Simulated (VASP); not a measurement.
A run of VASP 6.6.1 is set up as follows.

File INCAR:

```
SYSTEM = SiGe3
PREC = Accurate
ENCUT = 520
EDIFF = 1E-7
ISMEAR = 0
SIGMA = 0.1
LREAL = .False.
LASPH = .True.
NELM = 60
ALGO = Normal
ISIF = 2
LWAVE = .False.
LCHARG = .True.
GGA = PE
LELF = .True.
LVHAR = .True.
NBANDS = 31
```

Contents of KPOINTS:

```
Automatic mesh
0
Gamma
  18 18 6
  0 0 0
```

POSCAR

```
SiGe3
1.0
    2.8285435322      0.0000000000      0.0000000000
   -1.4142717661      2.4495905546      0.0000000000
    0.0000000000      0.0000000000     10.5559561360
Si Ge
1 3
Direct
    0.0000000000      0.0000000000      0.0000000000
    0.0000000000      0.0000000000      0.2435317624
    0.0000000000      0.0000000000      0.5000000000
    0.0000000000      0.0000000000      0.7564682376
```

Potentials or basis: VASP PAW PBE potentials, release 64 (Si, Ge_d).

Run with:

```console
$ cat potpaw_PBE.64/Si/POTCAR potpaw_PBE.64/Ge_d/POTCAR > POTCAR
$ mpirun -np 1 vasp_std > vasp.out
```

(1) Predict the band gap on the k mesh.

(2) What does it give for the pressure?

## Answers

(1) zero (bands 23 and 24 overlap by 9.44 eV).

(2) -0.1 GPa.
